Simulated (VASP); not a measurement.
# AlCo4 (Cmmm) in VASP: single point with PBE

Aim: the single point of AlCo4 with PBE.

All numbers are computed with VASP 6.6.1; they aren't measurements. Logs are shortened: lines on timing, memory, paths and dates and some standing lists are left out, and cuts for length are marked.

## (1) The cell of the first run

Symmetry: Cmmm, No. 65, orthorhombic system. Conventional cell: a = 4.691 Å, b = 6.947 Å, c = 4.001 Å, α = 90.00°, β = 90.00°, γ = 90.00°. Within 3.1 Å of Al (site symmetry mmm) lie 10 Co at 2.32 to 2.61 Å. Within 3.0 Å of Co (site symmetry m2m) lie 7 Co at 2.30 to 2.62 Å and 3 Al at 2.32 to 2.61 Å. Within 3.0 Å of Co (site symmetry 2mm) lie 6 Co at 2.26 to 2.57 Å and 2 Al at 2.34 Å.

The cell was built from a structure type or drawn by symmetry, and may not be a known phase.

## (2) Single point, PBE, collinear spin, antiferromagnetic start

Contents of INCAR:

```
SYSTEM = AlCo4
PREC = Accurate ; ENCUT = 520
EDIFF = 1E-7 ; ISMEAR = 0
SIGMA = 0.1 ; LREAL = .False.
LASPH = .True. ; NELM = 150
ALGO = Normal ; ISIF = 2
LWAVE = .False. ; LCHARG = .False.
ISPIN = 2 ; MAGMOM = 0 -3 -3 3 3
LORBIT = 11 ; LMAXMIX = 4
GGA = PE ; NBANDS = 32
```

Contents of KPOINTS:

```
Automatic mesh
0
Gamma
  4 4 6
  0 0 0
```

Contents of POSCAR:

```
AlCo4
1.0
    3.4734705162     -2.3452628210      0.0000000000
    3.4734705162      2.3452628210      0.0000000000
    0.0000000000      0.0000000000      4.0007843418
Al Co
1 4
Direct
    0.5000000000      0.5000000000      0.0000000000
    0.8341543562      0.8341543562      0.0000000000
    0.1658456438      0.1658456438      0.0000000000
    0.2408833185      0.7591166815      0.5000000000
    0.7591166815      0.2408833185      0.5000000000
```

Potentials or basis: VASP PAW PBE potentials, release 64 (Al, Co).

Started as:

```console
$ cat potpaw_PBE.64/Al/POTCAR potpaw_PBE.64/Co/POTCAR > POTCAR
$ mpirun -np 1 vasp_std > vasp.out
```

OUTCAR:

```text
SYSTEM = AlCo4
   PREC = Accurate
   ENCUT = 520
   EDIFF = 1E-7
   ISMEAR = 0
   LREAL = .False.
   LASPH = .True.
   NELM = 150
   ISIF = 2
   ISPIN = 2
   LORBIT = 11
   GGA = PE

 ion  position               nearest neighbor table
   1  0.500  0.500  0.000-   2 2.32   3 2.32   4 2.34   5 2.34   4 2.34   5 2.34   3 2.61   3 2.61
                             2 2.61   2 2.61
   2  0.834  0.834  0.000-   3 2.30   1 2.32   4 2.57   5 2.57   4 2.57   5 2.57   1 2.61   1 2.61
                             3 2.62   3 2.62
   3  0.166  0.166  0.000-   2 2.30   1 2.32   4 2.57   5 2.57   4 2.57   5 2.57   1 2.61   1 2.61
                             2 2.62   2 2.62
   4  0.241  0.759  0.500-   5 2.26   1 2.34   1 2.34   5 2.43   2 2.57   3 2.57   2 2.57   3 2.57

   5  0.759  0.241  0.500-   4 2.26   1 2.34   1 2.34   4 2.43   3 2.57   2 2.57   3 2.57   2 2.57

  LATTYP: Found a base centered orthorhombic cell.
 ALAT       =     4.6905256420
 B/A-ratio  =     1.4810581079
 C/A-ratio  =     0.8529501056

  Lattice vectors:

 A1 = (  -3.4734705162,  -2.3452628210,   0.0000000000)
 A2 = (   3.4734705162,  -2.3452628210,   0.0000000000)
 A3 = (   0.0000000000,   0.0000000000,   4.0007843418)

Analysis of symmetry for initial positions (statically):
=====================================================================
 Subroutine PRICEL returns:
 Original cell was already a primitive cell.

 Routine SETGRP: Setting up the symmetry group for a
 base centered orthorhombic supercell.

 Subroutine GETGRP returns: Found  8 space group operations
 (whereof  8 operations were pure point group operations)
 out of a pool of  8 trial point group operations.

The static configuration has the point symmetry D_2h.

Analysis of symmetry for dynamics (positions and initial velocities):
=====================================================================
 Subroutine PRICEL returns:
 Original cell was already a primitive cell.

 Routine SETGRP: Setting up the symmetry group for a
 base centered orthorhombic supercell.

 Subroutine GETGRP returns: Found  8 space group operations
 (whereof  8 operations were pure point group operations)
 out of a pool of  8 trial point group operations.

The dynamic configuration has the point symmetry D_2h.

Analysis of structural, dynamic, and magnetic symmetry:
=====================================================================
 Subroutine PRICEL returns:
 Original cell was already a primitive cell.

 Routine SETGRP: Setting up the symmetry group for a
 base centered orthorhombic supercell.

 Subroutine GETGRP returns: Found  8 space group operations
 (whereof  8 operations were pure point group operations)
 out of a pool of  8 trial point group operations.

The overall configuration has the point symmetry D_2h.

 Subroutine INISYM returns: Found  8 space group operations
 (whereof  8 operations are pure point group operations),
 and found     1 'primitive' translations

----------------------------------------------------------------------------------------

                                     Primitive cell

  volume of cell :      65.1824

  direct lattice vectors                    reciprocal lattice vectors
     3.473470516 -2.345262821  0.000000000     0.143948249 -0.213195722  0.000000000
     3.473470516  2.345262821  0.000000000     0.143948249  0.213195722  0.000000000
     0.000000000  0.000000000  4.000784342     0.000000000  0.000000000  0.249950988

  length of vectors
     4.191092355  4.191092355  4.000784342     0.257242132  0.257242132  0.249950988

  position of ions in fractional coordinates (direct lattice)
     0.500000000  0.500000000  0.000000000
     0.834154356  0.834154356  0.000000000
     0.165845644  0.165845644  0.000000000
     0.240883319  0.759116681  0.500000000
     0.759116681  0.240883319  0.500000000

  ion indices of the primitive-cell ions
   primitive index   ion index
                 1           1
                 2           2
                 3           3
                 4           4
                 5           5

----------------------------------------------------------------------------------------

 KPOINTS: Automatic mesh

Automatic generation of k-mesh.
 Grid dimensions read from file:
 generate k-points for:    4    4    6

 Generating k-lattice:

  Cartesian coordinates                     Fractional coordinates (reciprocal lattice)
     0.035987062 -0.053298930  0.000000000     0.250000000  0.000000000  0.000000000
     0.035987062  0.053298930  0.000000000     0.000000000  0.250000000  0.000000000
     0.000000000  0.000000000  0.041658498     0.000000000  0.000000000  0.166666667

  Length of vectors
     0.064310533  0.064310533  0.041658498

  Shift w.r.t. Gamma in fractional coordinates (k-lattice)
     0.000000000  0.000000000  0.000000000

 Subroutine IBZKPT returns following result:
 ===========================================

 Found     28 irreducible k-points:

 Following reciprocal coordinates:
            Coordinates               Weight
  0.000000  0.000000  0.000000      1.000000
  0.250000 -0.000000  0.000000      4.000000
  0.500000 -0.000000  0.000000      2.000000
  0.250000  0.250000  0.000000      2.000000
  0.500000  0.250000  0.000000      4.000000
 -0.250000  0.250000  0.000000      2.000000
[... 16 lines left out ...]
  0.250000 -0.000000  0.500000      4.000000
  0.500000 -0.000000  0.500000      2.000000
 [... further k-points ...]
   k-points           NKPTS =     28   k-points in BZ     NKDIM =     28   number of bands    NBANDS=     32
   number of dos      NEDOS =    301   number of ions     NIONS =      5
   total plane-waves  NPLWV =  30720
   dimension x,y,z NGX =    32 NGY =   32 NGZ =   30
   dimension x,y,z NGXF=    64 NGYF=   64 NGZF=   60
   ions per type =               1   4
   NGX,Y,Z   is equivalent  to a cutoff of  12.69, 12.69, 12.47 a.u.
   NGXF,Y,Z  is equivalent  to a cutoff of  25.39, 25.39, 24.93 a.u.
 SYSTEM =  AlCo4
   PREC   = accura    normal or accurate (medium, high low for compatibility)
   ISTART =      0    job   : 0-new  1-cont  2-samecut
   ICHARG =      2    charge: 1-file 2-atom 10-const
   ISPIN  =      2    spin polarized calculation?
   LNONCOLLINEAR =      F non collinear calculations
   LSORBIT =      F    spin-orbit coupling
   LASPH  =      T    aspherical Exc in radial PAW
   ENCUT  =  520.0 eV  38.22 Ry    6.18 a.u.   7.79  7.79  7.44*2*pi/ulx,y,z
   NELM   =    150;   NELMIN=  2; NELMDL= -5     # of ELM steps
   EDIFF  = 0.1E-06   stopping-criterion for ELM
   LREAL  =      F    real-space projection
   EDIFFG = 0.1E-05   stopping-criterion for IOM
   NSW    =      0    number of steps for IOM
   IBRION =     -1    ionic relax: 0-MD 1-quasi-New 2-CG
   NFREE  =      0    steps in history (QN), initial steepest desc. (CG)
   ISIF   =      2    stress and relaxation
   ISYM   =      2    0-nonsym 1-usesym 2-fastsym
   POTIM  = 0.5000    time-step for ionic-motion
   TEBEG  =    0.0;   TEEND  =   0.0 temperature during run
   PSTRESS=    0.0 pullay stress
   NELECT =      39.0000    total number of electrons
   NUPDOWN=      -1.0000    fix difference up-down
   EMIN   =  10.00;   EMAX   =-10.00  energy-range for DOS
   EFERMI =   0.00;   METHOD = LEGACY
   ISMEAR =     0;   SIGMA  =   0.10  broadening in eV -4-tet -1-fermi 0-gaus
   EFERMI_NEDOS =   21; number of points for ismear=-14 and -15
   IALGO  =     38    algorithm
   IMIX   =      4    mixing-type and parameters
     AMIX     =   0.40;   BMIX     =  1.00
     AMIX_MAG =   1.60;   BMIX_MAG =  1.00
  volume/ion in A,a.u.               =      13.04        87.97
  Fermi-wavevector in a.u.,A,eV,Ry     =   1.379493  2.606864 25.891912  1.903002
  Thomas-Fermi vector in A             =   2.504458
   LORBIT       =     11    0 simple, 1 ext, 2 COOP (PROOUT), +10 PAW based schemes
   GGA     = PE    functional components
   LHFCALC =     F    Hartree Fock is set to
   AEXX    =    0.0000 exact exchange contribution
   IVDW    =     0    specifies the selected vdW correction
   LEPSILON=     F    determine dielectric tensor
   LRPA    =     F    only Hartree local field effects (RPA)
 spin polarized calculation
 Gauss-broadening in eV      SIGMA  =   0.10
  energy-cutoff  :      520.00
  volume of cell :       65.18
 maximum number of plane-waves:      1776
   NGX = 15   NGY = 15   NGZ = 15

 number of electron      38.9999962 magnetization       0.1331084

 number of electron      38.9999963 magnetization      -1.4116166

 Free energy of the ion-electron system (eV)
  ---------------------------------------------------
  ext. energy  EPLUGINS =         0.00000000
  ---------------------------------------------------
  free energy    TOTEN  =       -29.52962464 eV

  energy without entropy =      -29.48825892  energy(sigma->0) =      -29.50894178

 E-fermi :   8.1437     XC(G=0): -11.9583

 val. band max:        8.1314697640   @ k =   0.2500  -0.0000   0.1667
 cond. band min:       8.1461342383   @ k =   0.5000   0.2500   0.3333
 fundamental gap:      0.0146644743
 Fermi energy:         8.1437140662

 spin component 1

 k-point     1 :       0.0000    0.0000    0.0000
  band No.  band energies     occupation
      1      -0.8769      1.00000
      2       4.1208      1.00000
      3       4.4434      1.00000
      4       4.4444      1.00000
      5       4.6448      1.00000
      6       5.2235      1.00000
[... 23 lines left out ...]
     30      17.3331      0.00000
     31      19.0317      0.00000

 k-point     2 :       0.2500   -0.0000    0.0000
  band No.  band energies     occupation
      1      -0.2620      1.00000
      2       3.4963      1.00000
      3       4.6482      1.00000
      4       4.7766      1.00000
      5       4.8390      1.00000
      6       5.4044      1.00000
[... 740 lines left out ...]
 k-point    24 :       0.5000   -0.0000    0.5000
  band No.  band energies     occupation
      1       2.2064      1.00000
      2       3.2412      1.00000
      3       4.0516      1.00000
      4       4.7063      1.00000
      5       5.3624      1.00000
      6       5.5295      1.00000
[... 23 lines left out ...]
     30      19.4850      0.00000
     31      19.5404      0.00000

 [... further k-points ...]

 spin component 2

 k-point     1 :       0.0000    0.0000    0.0000
  band No.  band energies     occupation
      1      -0.8661      1.00000
      2       3.6395      1.00000
      3       4.2024      1.00000
      4       4.4118      1.00000
      5       4.8633      1.00000
      6       5.1457      1.00000
[... 23 lines left out ...]
     30      17.3099      0.00000
     31      18.7924      0.00000

 k-point     2 :       0.2500   -0.0000    0.0000
  band No.  band energies     occupation
      1      -0.2495      1.00000
      2       3.2379      1.00000
      3       4.4922      1.00000
      4       4.5265      1.00000
      5       4.7158      1.00000
      6       5.1774      1.00000
[... 740 lines left out ...]
 k-point    24 :       0.5000   -0.0000    0.5000
  band No.  band energies     occupation
      1       2.2023      1.00000
      2       3.1372      1.00000
      3       3.7729      1.00000
      4       4.2168      1.00000
      5       4.6470      1.00000
      6       4.8572      1.00000
[... 23 lines left out ...]
     30      19.4496      0.00000
     31      19.6340      0.00000

 [... further k-points ...]

 [bands above 31 left out]

------------------------ aborting loop because EDIFF is reached ----------------------------------------

  FORCE on cell =-STRESS in cart. coord.  units (eV):
  Direction    XX          YY          ZZ          XY          YZ          ZX
  --------------------------------------------------------------------------------------
  -------------------------------------------------------------------------------------
  Total        0.0594547     -1.4460988      0.2009028     -0.0000000      0.0000000      0.0000000
  in kB        1.4613901    -35.5449812      4.9381722     -0.0000000      0.0000000      0.0000000
  external PRESSURE =      -9.7151396 kB  Pullay stress =       0.0000000 kB

 VOLUME and BASIS-vectors are now :
 -----------------------------------------------------------------------------
  energy-cutoff  :      520.00
  volume of cell :       65.18
      direct lattice vectors                 reciprocal lattice vectors
     3.473470516 -2.345262821  0.000000000     0.143948249 -0.213195722  0.000000000
     3.473470516  2.345262821  0.000000000     0.143948249  0.213195722  0.000000000
     0.000000000  0.000000000  4.000784342     0.000000000  0.000000000  0.249950988

 POSITION                                       TOTAL-FORCE (eV/Angst)
 -----------------------------------------------------------------------------------
      3.47347      0.00000      0.00000        -0.000000      0.000000      0.000000
      5.79482      0.00000      0.00000         0.043375      0.000000     -0.000000
      1.15212      0.00000      0.00000        -0.043375      0.000000      0.000000
      3.47347      1.21539      2.00039        -0.000000      0.318985      0.000000
      3.47347     -1.21539      2.00039        -0.000000     -0.318985     -0.000000
 -----------------------------------------------------------------------------------
    total drift:                                0.000000      0.000000      0.000000

  FREE ENERGIE OF THE ION-ELECTRON SYSTEM (eV)
  ---------------------------------------------------
  free  energy   TOTEN  =       -29.5296246429 eV

  energy  without entropy=      -29.4882589249  energy(sigma->0) =      -29.50894178

 total charge

# of ion       s       p       d       tot
------------------------------------------
    1        0.447   0.465   0.000   0.913
    2        0.453   0.432   7.280   8.165
    3        0.453   0.432   7.280   8.165
    4        0.453   0.427   7.348   8.228
    5        0.453   0.427   7.348   8.228
--------------------------------------------------
tot          2.259   2.183  29.256  33.699

 magnetization (x)

# of ion       s       p       d       tot
------------------------------------------
    1        0.002   0.007   0.000   0.009
    2       -0.004   0.002  -1.528  -1.530
    3       -0.004   0.002  -1.528  -1.530
    4        0.017   0.017   0.751   0.786
    5        0.017   0.017   0.751   0.786
--------------------------------------------------
tot          0.029   0.045  -1.554  -1.480
```

Run time: 1.9 min. Hardware: 1 thread of Intel Xeon Platinum 8375C at 2.90GHz (Ice Lake), shared host; peak memory 0.24 GiB.

What came out:

- Free energy: -29.5296 eV
- Pressure: -1.0 GPa
- Largest force: 0.319 eV/Å
- Net moment: -1.41 μB per cell
- Site moments: Al +0.01; Co -1.53, +0.79 (each value once) μB
- Valence electrons inside the program's atomic spheres: Al 0.91; Co 8.16, 8.23 (each value once)

Forces in eV/Å, atoms in the order of the input:
```
Al   0.000  0.000  0.000
Co   0.043  0.000  0.000
Co  -0.043  0.000  0.000
Co   0.000  0.319  0.000
Co   0.000 -0.319  0.000
```

Caveat: the k points lie up to 0.40 Å⁻¹ apart.
